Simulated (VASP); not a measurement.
Input of a VASP 6.6.1 run:

File INCAR:

```
SYSTEM = LiCl
PREC = Accurate
ENCUT = 520
EDIFF = 1E-6
ISMEAR = 0
SIGMA = 0.02
LREAL = .False.
LASPH = .True.
NELM = 80
ALGO = Normal
ISIF = 2
LWAVE = .False.
LCHARG = .True.
GGA = PE
LELF = .True.
LVHAR = .True.
NBANDS = 12
```

Contents of KPOINTS:

```
regular mesh
0
Gamma
  8 8 8
  0 0 0
```

Contents of POSCAR:

```
LiCl
1.0
    0.0000000000      2.5496808063      2.5496808063
    2.5496808063      0.0000000000      2.5496808063
    2.5496808063      2.5496808063      0.0000000000
Li Cl
1 1
Direct
    0.0000000000      0.0000000000      0.0000000000
    0.5000000000      0.5000000000      0.5000000000
```

Potentials or basis: VASP PAW PBE potentials, release 64 (Li_sv, Cl).

Command:

```console
$ cat potpaw_PBE.64/Li_sv/POTCAR potpaw_PBE.64/Cl/POTCAR > POTCAR
$ mpirun -np 1 vasp_std > vasp.out
```

Question: Predict the band gap on the k mesh.

Answer: 6.44 eV, direct.

 A k mesh can miss the band edges.
